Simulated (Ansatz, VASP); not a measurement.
This is a calculation of NbP for VASP 6.6.1.

The input INCAR:

```
ALGO = Normal
EDIFF = 1E-7
EDIFFG = -0.02
ENCUT = 600
GGA = RP
IBRION = 2
ISIF = 3
ISMEAR = -1
IVDW = 12
LASPH = T
LCHARG = F
LREAL = F
LWAVE = F
NELM = 100
NSW = 80
PREC = Accurate
SIGMA = 0.1
```

The input KPOINTS:

```
k-points
0
Gamma
  11 11 11
```

File POSCAR:

```
NbP
1.0
    6.2096358700      0.0000000000      0.0000000000
    4.4025296481      4.3791906028      0.0000000000
   -5.3060827590     -2.1895953014      2.3686991807
Nb P
2 2
Direct
    0.2498808000      0.7498808000      0.5000000000
    0.4998808000      0.4998808000      0.0000000000
    0.8327477700      0.3327477700      0.5000000000
    0.0827477700      0.0827477700      0.0000000000
```

Potentials or basis: VASP PAW PBE potentials, release 64 (Nb_sv, P).

Command:

```sh
$ cat potpaw_PBE.64/Nb_sv/POTCAR potpaw_PBE.64/P/POTCAR > POTCAR
$ mpirun -np 1 vasp_std > vasp.out
```

Task: Translate it to Ansatz 0.2.0. Potentials there: all-electron LAPW, scalar-relativistic.

Result: As run (the cutoff follows the program's own potentials):

Contents of input.yaml:

```yaml
crystal:
  lattice:
    - [6.20963587, 0.0, 0.0]
    - [4.4025296481, 4.3791906028, 0.0]
    - [-5.306082759, -2.1895953014, 2.3686991807]
  atoms:
    - { symbol: Nb, position: [0.2498808, 0.7498808, 0.5] }
    - { symbol: Nb, position: [0.4998808, 0.4998808, 0.0] }
    - { symbol: P, position: [0.83274777, 0.33274777, 0.5] }
    - { symbol: P, position: [0.08274777, 0.08274777, 0.0] }
kpoints:
  mp_grid: { grid: [11, 11, 11] }
scf:
  occupations: { method: fermi_dirac, width: 0.1 }
hamiltonian:
  xc: rpbe
  dispersion: d3bj
  pseudopotentials: { kind: all_electron, lapw: { basis_error: 0.002 } }
output:
  forces: true
  stress: true
relax:
  f_tol: 0.02
  max_steps: 60
  cell: {}
```

Potentials or basis: all-electron LAPW, scalar-relativistic.

Command:

```bash
$ ansatz run input.yaml --threads 2 --pin off --max-ram 6144MiB --backend cpu --events-out ev --progress --plain --runs-dir out
```

Both were run:

|  | VASP | Ansatz | Ansatz less VASP |
| --- | --- | --- | --- |
| relaxed volume (Å³/atom) | 13.38 | 13.42 | +0.047 |
| relaxed length of the cell vector where the two differ most in proportion (Å) | 5.681 | 5.690 | +0.0088 |

VASP's potentials were made for PBE, not for RPBE. Ansatz ran all-electron here, and VASP with PAW potentials.

Noted on VASP's run: the volume moved by over 15 % at a fixed basis, so the end points are rough. Noted on Ansatz's run: the volume moved by over 15 % at a fixed basis, so the end points are rough.
